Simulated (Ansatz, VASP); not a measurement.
Two plane-wave programs on In

The input INCAR:

```
SYSTEM = In
ALGO = Normal ; EDIFF = 1E-6
EDIFFG = -0.01 ; ENCUT = 600
GGA = RE ; IBRION = 2
ISIF = 3 ; ISMEAR = -1
LASPH = .True. ; LCHARG = .False.
LREAL = .False. ; LWAVE = .False.
NELM = 100 ; NSW = 80
PREC = Accurate ; SIGMA = 0.1
```

File KPOINTS:

```
k-points
0
Gamma
  8 8 8
  0 0 0
```

POSCAR

```
In
1.0
    0.0000000000      3.2801942926      3.2801942926
    3.2801942926      0.0000000000      3.2801942926
    3.2801942926      3.2801942926      0.0000000000
In
2
Direct
    0.1250000000      0.1250000000      0.1250000000
    0.8750000000      0.8750000000      0.8750000000
```

Input for Ansatz:

```yaml
crystal:
  lattice:
    - [0.0, 3.2801942926, 3.2801942926]
    - [3.2801942926, 0.0, 3.2801942926]
    - [3.2801942926, 3.2801942926, 0.0]
  atoms:
    - { symbol: In, position: [0.125, 0.125, 0.125] }
    - { symbol: In, position: [0.875, 0.875, 0.875] }
hamiltonian:
  xc: revpbe
  pseudopotentials:
    kind: paw
    azcp:
      In: "pseudopotentials/In.paw.azcp"
basis:
  ecutwfc: 420
  fft_grid_basis: typed
kpoints:
  mp_grid: { grid: [8, 8, 8], shift: [0, 0, 0] }
magnetization:
  spin_polarized: false
scf:
  occupations: { method: fermi_dirac, width: 0.1 }
relax:
  max_steps: 60
  f_tol: 0.01
  cell: {}
```

Alike in both runs: task relaxation of cell and atoms; functional revPBE; k mesh 8 × 8 × 8; occupations fermi-dirac, width 0.1 eV; no spin polarisation.

|  | VASP | Ansatz |
| --- | --- | --- |
| version | VASP 6.6.1 | Ansatz 0.2.0 |
| potentials or method | VASP PAW PBE potentials, release 64 (In_d), cutoff 600 eV | plane waves (420 eV) with PAW, scalar-relativistic |
| valence electrons in the cell | 26 | 26 |

Ansatz gave:

| Property | Result |
| --- | --- |
| relaxed volume (Å³/atom) | 39.76 |
| relaxed cell length with the largest relative difference (Å) | 4.827 |

Problem. Which values does VASP return?

Solution. Relaxed volume (Å³/atom): 39.65; relaxed cell length with the largest relative difference (Å): 4.822.

VASP's potentials were made for PBE, not for revPBE.
